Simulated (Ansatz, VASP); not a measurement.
## WSe2: VASP beside Ansatz

File INCAR:

```
PREC = Accurate ; ENCUT = 520
EDIFF = 1E-6 ; ISMEAR = 0
SIGMA = 0.05 ; LREAL = F
LASPH = T ; NELM = 100
ALGO = Normal ; ISIF = 2
LWAVE = F ; LCHARG = F
LDIPOL = T ; IDIPOL = 3
DIPOL = 0.5 0.5 0.398 ; GGA = PE
IVDW = 12 ; NBANDS = 35
```

The input KPOINTS:

```
regular mesh
0
Gamma
  9 9 1
```

Contents of POSCAR:

```
WSe2
1.0
    3.2854807123      0.0000000000      0.0000000000
   -1.6427403561      2.8453097605      0.0000000000
    0.0000000000      0.0000000000     24.2386612352
Se W
4 2
Direct
    0.3333333333      0.6666666667      0.1856538179
    0.3333333333      0.6666666667      0.3246602831
    0.6666666667      1.3333333333      0.4715330812
    0.6666666667      1.3333333333      0.6105395464
    0.6666666667      0.3333333333      0.2551570505
    0.3333333333      1.6666666667      0.5410363138
```

Input for Ansatz:

```yaml
crystal:
  lattice:
    - [3.2854807123, 0.0, 0.0]
    - [-1.6427403561, 2.8453097605, 0.0]
    - [0.0, 0.0, 24.2386612352]
  atoms:
    - { symbol: Se, position: [0.3333333333, 0.6666666667, 0.1856538179] }
    - { symbol: W, position: [0.6666666667, 0.3333333333, 0.2551570505] }
    - { symbol: Se, position: [0.3333333333, 0.6666666667, 0.3246602831] }
    - { symbol: Se, position: [0.6666666667, 1.3333333333, 0.4715330812] }
    - { symbol: W, position: [0.3333333333, 1.6666666667, 0.5410363138] }
    - { symbol: Se, position: [0.6666666667, 1.3333333333, 0.6105395464] }
basis:
  ecutwfc: 420
kpoints:
  mp_grid: { grid: [9, 9, 1] }
hamiltonian:
  xc: pbe
  pseudopotentials: { kind: paw, azcp: { folder: soft_1 } }
  dispersion: d3bj
scf:
  occupations: { method: gaussian, width: 0.05 }
output:
  forces: true
  eigenvalues: true
efield:
  axis: 3
  dipole_correction: true
  ramp_width: 0.04
```

Alike in both runs: task single point; functional PBE; dispersion D3(BJ); k mesh 9 × 9 × 1; occupations gaussian, width 0.05 eV; no spin polarisation.

|  | VASP | Ansatz |
| --- | --- | --- |
| version | VASP 6.6.1 | Ansatz 0.2.0 |
| potentials or method | VASP PAW PBE potentials, release 64 (Se, W_sv), cutoff 520 eV | scalar-relativistic, plane waves, PAW |
| valence electrons in the cell | 52 | 92 |

VASP gave:

| Item | Value |
| --- | --- |
| gap on the k mesh at the Fermi level (eV) | 1.54 |
| least direct gap on the mesh (eV) | 1.64 |
| rms of the force components (eV/Å) | 0.050 |

Question: Estimate Ansatz's values.

Answer: gap on the k mesh at the Fermi level (eV): 1.53; least direct gap on the mesh (eV): 1.64; rms of the force components (eV/Å): 0.034.

VASP's potentials hold 52 valence electrons a cell and Ansatz's 92, so a difference there can come from the potentials and not from the codes.

Neither program's run includes spin-orbit coupling.
